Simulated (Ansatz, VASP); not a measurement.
## Cd2TeO: VASP beside Ansatz

```
O Cd Te
1.0
     3.98155    0.00000    0.00000
     0.00000    3.98155    0.00000
     0.00000    0.00000    5.39910
O Cd Te
1 2 1
Direct
  0.00000 0.00000 0.00000
  0.00000 0.00000 0.50000
  0.50000 0.50000 0.00000
  0.50000 0.50000 0.50000
```

Alike in both runs: task single point; functional PBE; k mesh 6 × 6 × 6; occupations fermi-dirac, width 0.02 eV; non-collinear spin, spin-orbit coupling.

```csv
,VASP,Ansatz
version,VASP 6.6.1,Ansatz 0.2.0
potentials or method,"VASP PAW PBE potentials, release 64 (O, Cd, Te)","plane waves, PAW"
plane-wave cutoff (eV),520,420
valence electrons in the cell,36,62
```

|  | VASP | Ansatz | Ansatz less VASP |
| --- | --- | --- | --- |
| pressure (GPa) | 2.5 | 2.1 | -0.40 |
| net moment per atom (μB) | 0.00 | 0.00 | 0.000 |

VASP's potentials hold 36 valence electrons a cell and Ansatz's 62, so a difference there can come from the potentials and not from the codes.
